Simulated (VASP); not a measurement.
# FeO (P4_2/mmc) in VASP: further runs, part 2 of 2

VASP 6.6.1.

## (3) Single point, PBEsol+U, collinear spin, ferromagnetic start

POSCAR

```
FeO
1.0
    3.0458920022      0.0000000000      0.0000000000
    0.0000000000      3.0458920022      0.0000000000
    0.0000000000      0.0000000000      5.4642115070
Fe O
2 2
Direct
    0.5000000000      0.0000000000      0.5000000000
    0.0000000000      0.5000000000      0.0000000000
    0.5000000000      0.5000000000      0.2500000000
    0.5000000000      0.5000000000      0.7500000000
```

INCAR.step1

```
SYSTEM = FeO
PREC = Accurate ; ENCUT = 520
EDIFF = 1E-6 ; ISMEAR = -1
SIGMA = 0.05 ; LREAL = .FALSE.
LASPH = .TRUE. ; NELM = 200
ALGO = Normal ; ISIF = 2
LWAVE = .FALSE. ; LCHARG = .TRUE.
ISPIN = 2 ; MAGMOM = 3 3 0 0
LMAXMIX = 4 ; LDAU = .TRUE.
LDAUTYPE = 2 ; LDAUL = 2 -1
LDAUU = 3 0 ; LDAUJ = 0 0
LDAUPRINT = 1 ; GGA = PS
NBANDS = 26 ; GGA_COMPAT = .FALSE.
NEDOS = 2001 ; LORBIT = 11
```

KPOINTS.step1

```
regular mesh
0
G
  9 9 5
  0 0 0
```

INCAR.step2

```
SYSTEM = FeO
PREC = Accurate ; ENCUT = 520
EDIFF = 1E-6 ; ISMEAR = -5
SIGMA = 0.05 ; LREAL = .FALSE.
LASPH = .TRUE. ; NELM = 200
ALGO = Normal ; ISIF = 2
LWAVE = .FALSE. ; LCHARG = .FALSE.
ISPIN = 2 ; MAGMOM = 3 3 0 0
LORBIT = 11 ; LMAXMIX = 4
LDAU = .TRUE. ; LDAUTYPE = 2
LDAUL = 2 -1 ; LDAUU = 3 0
LDAUJ = 0 0 ; LDAUPRINT = 1
GGA = PS ; NEDOS = 1001
ICHARG = 11 ; GGA_COMPAT = .FALSE.
```

KPOINTS.step2

```
regular mesh
0
G
  14 14 8
  0 0 0
```

Potentials or basis: VASP PAW PBE potentials, release 64 (Fe, O).

Started as:

```sh
> cat potpaw_PBE.64/Fe/POTCAR potpaw_PBE.64/O/POTCAR > POTCAR
> cp INCAR.step1 INCAR
> cp KPOINTS.step1 KPOINTS
> mpirun -np 1 vasp_std > vasp.out
> cp INCAR.step2 INCAR
> cp KPOINTS.step2 KPOINTS
> mpirun -np 1 vasp_std > vasp.out
```

OUTCAR:

```text
SYSTEM = FeO
   PREC = Accurate
   ENCUT = 520
   EDIFF = 1E-6
   ISMEAR = -5
   LREAL = .FALSE.
   LASPH = .TRUE.
   NELM = 200
   ISIF = 2
   ISPIN = 2
   LORBIT = 11
   GGA = PS
   ICHARG = 11

 ion  position               nearest neighbor table
   1  0.500  0.000  0.500-   3 2.05   4 2.05   3 2.05   4 2.05
   2  0.000  0.500  0.000-   3 2.05   4 2.05   3 2.05   4 2.05
   3  0.500  0.500  0.250-   1 2.05   2 2.05   1 2.05   2 2.05
   4  0.500  0.500  0.750-   1 2.05   2 2.05   1 2.05   2 2.05

  LATTYP: Found a simple tetragonal cell.
 ALAT       =     3.0458920022
 C/A-ratio  =     1.7939610147

  Lattice vectors:

 A1 = (   3.0458920022,   0.0000000000,   0.0000000000)
 A2 = (   0.0000000000,   3.0458920022,   0.0000000000)
 A3 = (   0.0000000000,   0.0000000000,   5.4642115070)

Analysis of symmetry for initial positions (statically):
=====================================================================
 Subroutine PRICEL returns:
 Original cell was already a primitive cell.

 Routine SETGRP: Setting up the symmetry group for a
 simple tetragonal supercell.

[... 1429 lines left out ...]
  Direction    XX          YY          ZZ          XY          YZ          ZX
  --------------------------------------------------------------------------------------
  -------------------------------------------------------------------------------------
  Total       -1.7780314     -1.7780314     -3.3483119      0.0000000      0.0000000      0.0000000
  in kB      -56.1944619    -56.1944619   -105.8229791      0.0000000      0.0000000      0.0000000
  external PRESSURE =     -72.7373010 kB  Pullay stress =       0.0000000 kB

 VOLUME and BASIS-vectors are now :
 -----------------------------------------------------------------------------
  energy-cutoff  :      520.00
  volume of cell :       50.69
      direct lattice vectors                 reciprocal lattice vectors
     3.045892002  0.000000000  0.000000000     0.328311050  0.000000000  0.000000000
     0.000000000  3.045892002  0.000000000     0.000000000  0.328311050  0.000000000
     0.000000000  0.000000000  5.464211507     0.000000000  0.000000000  0.183009021

 POSITION                                       TOTAL-FORCE (eV/Angst)
 -----------------------------------------------------------------------------------
      1.52295      0.00000      2.73211         0.000000      0.000000     -0.000000
      0.00000      1.52295      0.00000         0.000000      0.000000     -0.000000
      1.52295      1.52295      1.36605         0.000000      0.000000      0.000000
      1.52295      1.52295      4.09816        -0.000000     -0.000000      0.000000
 -----------------------------------------------------------------------------------
    total drift:                                0.000000     -0.000000     -0.000000

  FREE ENERGIE OF THE ION-ELECTRON SYSTEM (eV)
  ---------------------------------------------------
  free  energy   TOTEN  =       -28.8326325597 eV

  energy  without entropy=      -28.8326325597  energy(sigma->0) =      -28.83263256

 total charge

# of ion       s       p       d       tot
------------------------------------------
    1        0.355   0.377   6.002   6.735
    2        0.355   0.377   6.002   6.735
    3        1.552   3.435   0.000   4.987
    4        1.552   3.435   0.000   4.987
--------------------------------------------------
tot          3.814   7.624  12.005  23.443

 magnetization (x)

# of ion       s       p       d       tot
------------------------------------------
    1        0.024   0.021   3.679   3.724
    2        0.024   0.021   3.679   3.724
    3        0.016   0.179   0.000   0.195
    4        0.016   0.179   0.000   0.195
--------------------------------------------------
tot          0.080   0.400   7.359   7.839
```

OUTCAR.step1:

```text
SYSTEM = FeO
   PREC = Accurate
   ENCUT = 520
   EDIFF = 1E-6
   ISMEAR = -1
   LREAL = .FALSE.
   LASPH = .TRUE.
   NELM = 200
   ISIF = 2
   ISPIN = 2
   GGA = PS
   LORBIT = 11

 ion  position               nearest neighbor table
[... 1726 lines left out ...]
    2        0.355   0.378   6.002   6.735
    3        1.552   3.435   0.000   4.987
    4        1.552   3.435   0.000   4.987
--------------------------------------------------
tot          3.814   7.625  12.004  23.443

 magnetization (x)

# of ion       s       p       d       tot
------------------------------------------
    1        0.024   0.021   3.680   3.725
    2        0.024   0.021   3.680   3.725
    3        0.016   0.179   0.000   0.195
    4        0.016   0.179   0.000   0.195
--------------------------------------------------
tot          0.080   0.400   7.359   7.840
```

OSZICAR.step1:

```text
N       E                     dE             d eps       ncg     rms          rms(c)
DAV:   1     0.243015822926E+03    0.24302E+03   -0.12915E+04  4696   0.124E+03
DAV:   2    -0.235391813751E+01   -0.24537E+03   -0.21918E+03  4736   0.293E+02
DAV:   3    -0.327432590958E+02   -0.30389E+02   -0.28900E+02  5710   0.120E+02
[... 11 lines left out ...]
DAV:  15    -0.288328744203E+02   -0.93145E-04   -0.10058E-03  5998   0.217E-01    0.278E-02
DAV:  16    -0.288328939376E+02   -0.19517E-04   -0.11030E-04  6776   0.662E-02    0.140E-02
DAV:  17    -0.288328992036E+02   -0.52660E-05   -0.48924E-05  6176   0.414E-02    0.717E-03
DAV:  18    -0.288329007183E+02   -0.15147E-05   -0.10185E-05  3376   0.214E-02    0.308E-03
DAV:  19    -0.288329013198E+02   -0.60154E-06   -0.50253E-06  3154   0.133E-02
   1 F= -.28832901E+02 E0= -.28832815E+02  d E =-.173581E-03  mag=     8.0003
```

It took 2.9 min on 1 thread of Oxide Virtual Turin-like, shared host; peak memory 0.35 GiB.

Results:

| Item | Value |
| --- | --- |
| Net moment | 8.00 μB per cell |
| Site moments | Fe +3.72; O +0.20 μB |
| Valence electrons inside the program's atomic spheres | Fe 6.74; O 4.99 |

Eigenvalues of the final occupation matrices:
```
    site  spin  trace               eigenvalues
site 1 d     1   4.85  0.92 0.96 0.96 0.97 1.03
site 1 d     2   1.17  0.03 0.03 0.05 0.21 0.85
site 2 d     1   4.85  0.92 0.96 0.96 0.97 1.03
site 2 d     2   1.17  0.03 0.03 0.05 0.21 0.85
```

Caveat: the PAW data sets were made with another functional, which shifts forces and pressure a little; the run started ferromagnetic, and an antiferromagnetic order may lie lower in energy. The state reached can hang on the start; a lower one may exist.

## (4) Single point, PBEsol+U, collinear spin, ferromagnetic start

POSCAR is that of step 3.

INCAR.step1

```
PREC = Accurate ; ENCUT = 520
EDIFF = 1E-6 ; ISMEAR = -1
SIGMA = 0.05 ; LREAL = F
LASPH = T ; NELM = 200
ALGO = Normal ; ISIF = 2
LWAVE = F ; LCHARG = T
ISPIN = 2 ; MAGMOM = 3 3 0 0
LMAXMIX = 4 ; LDAU = T
LDAUTYPE = 2 ; LDAUL = 2 -1
LDAUU = 6 0 ; LDAUJ = 0 0
LDAUPRINT = 1 ; GGA = PS
NBANDS = 26 ; GGA_COMPAT = F
NEDOS = 2001 ; LORBIT = 11
```

KPOINTS.step1

```
Automatic mesh
0
Gamma
  9 9 5
```

INCAR.step2

```
PREC = Accurate ; ENCUT = 520
EDIFF = 1E-6 ; ISMEAR = -5
SIGMA = 0.05 ; LREAL = F
LASPH = T ; NELM = 200
ALGO = Normal ; ISIF = 2
LWAVE = F ; LCHARG = F
ISPIN = 2 ; MAGMOM = 3 3 0 0
LORBIT = 11 ; LMAXMIX = 4
LDAU = T ; LDAUTYPE = 2
LDAUL = 2 -1 ; LDAUU = 6 0
LDAUJ = 0 0 ; LDAUPRINT = 1
GGA = PS ; NBANDS = 26
NEDOS = 2001 ; ICHARG = 11
GGA_COMPAT = F
```

KPOINTS.step2

```
Automatic mesh
0
Gamma
  14 14 8
```

Started as:

```sh
> cat potpaw_PBE.64/Fe/POTCAR potpaw_PBE.64/O/POTCAR > POTCAR
> cp INCAR.step1 INCAR
> cp KPOINTS.step1 KPOINTS
> mpirun -np 1 vasp_std > vasp.out
> cp INCAR.step2 INCAR
> cp KPOINTS.step2 KPOINTS
> mpirun -np 1 vasp_std > vasp.out
```

It took 7.3 min on 1 thread of Oxide Virtual Turin-like, shared host; peak memory 0.39 GiB.

The run converged. Its results:

```yaml
Net_moment: 8.00 μB per cell
Site_moments: Fe +3.84; O +0.12 μB
Valence_electrons_inside_the_program's_atomic_spheres: Fe 6.80; O 5.00
```

Levels at points of the mesh, in eV from the valence-band top:
Spin up:
```csv
k point,band 15,band 16,band 17,band 18,band 19,band 20,band 21,band 22
"(0.00, 0.00, 0.00)",-2.82,-2.18,-0.48,-0.48,0.56,5.01,6.42,11.96
"(0.50, 0.00, 0.00)",-3.09,-2.05,-0.83,-0.60,3.34,5.28,5.55,9.46
"(0.50, 0.50, 0.00)",-3.77,-2.49,-2.49,0.00,1.94,6.61,8.66,8.95
"(0.00, 0.00, 0.50)",-2.16,-2.16,-1.02,-1.02,2.65,2.65,10.21,10.21
"(0.50, 0.00, 0.50)",-3.82,-2.31,-1.57,-0.49,3.86,5.31,7.08,8.01
"(0.50, 0.50, 0.50)",-2.66,-2.66,-2.02,-2.02,3.50,3.50,9.59,9.59
```
Spin down:
```csv
k point,band 8,band 9,band 10,band 11,band 12,band 13
"(0.00, 0.00, 0.00)",-2.48,-2.48,-1.87,1.66,2.52,3.63
"(0.50, 0.00, 0.00)",-2.42,-2.37,-0.92,3.17,3.63,3.71
"(0.50, 0.50, 0.00)",-2.91,-0.86,-0.86,1.96,2.36,3.20
"(0.00, 0.00, 0.50)",-3.16,-2.38,-2.38,2.38,2.38,4.33
"(0.50, 0.00, 0.50)",-2.82,-2.00,-0.82,3.04,3.51,3.57
"(0.50, 0.50, 0.50)",-3.68,-0.65,-0.65,2.10,2.10,3.34
```

Eigenvalues of the final occupation matrices:
```
    site  spin  trace               eigenvalues
site 1 d     1   4.95  0.95 0.97 0.97 0.98 1.07
site 1 d     2   1.15  0.02 0.02 0.03 0.17 0.90
site 2 d     1   4.95  0.95 0.97 0.97 0.98 1.07
site 2 d     2   1.15  0.02 0.02 0.03 0.17 0.90
```

Caveat: the PAW data sets were made with another functional, which shifts forces and pressure a little; the run started ferromagnetic, and an antiferromagnetic order may lie lower in energy. The state reached can hang on the start; a lower one may exist.

## (5) The runs side by side

| U | moment (μB) |
| --- | --- |
| Fe d U = 1.0 eV | 7.98 |
| Fe d U = 3.0 eV | 8.00 |
| Fe d U = 6.0 eV | 8.00 |

Alike in all rows: task single point; level PBEsol+U; potentials or basis VASP PAW PBE potentials, release 64 (Fe, O); spin collinear, ferromagnetic start; cell as given; k mesh 9 × 9 × 5; cutoff (eV) 520; smearing fermi-dirac 0.05 eV.

Caveats: the PAW data sets were made with another functional, which shifts forces and pressure a little; the run started ferromagnetic, and an antiferromagnetic order may lie lower in energy.

Absolute energies hang on the potentials; compare differences alone.
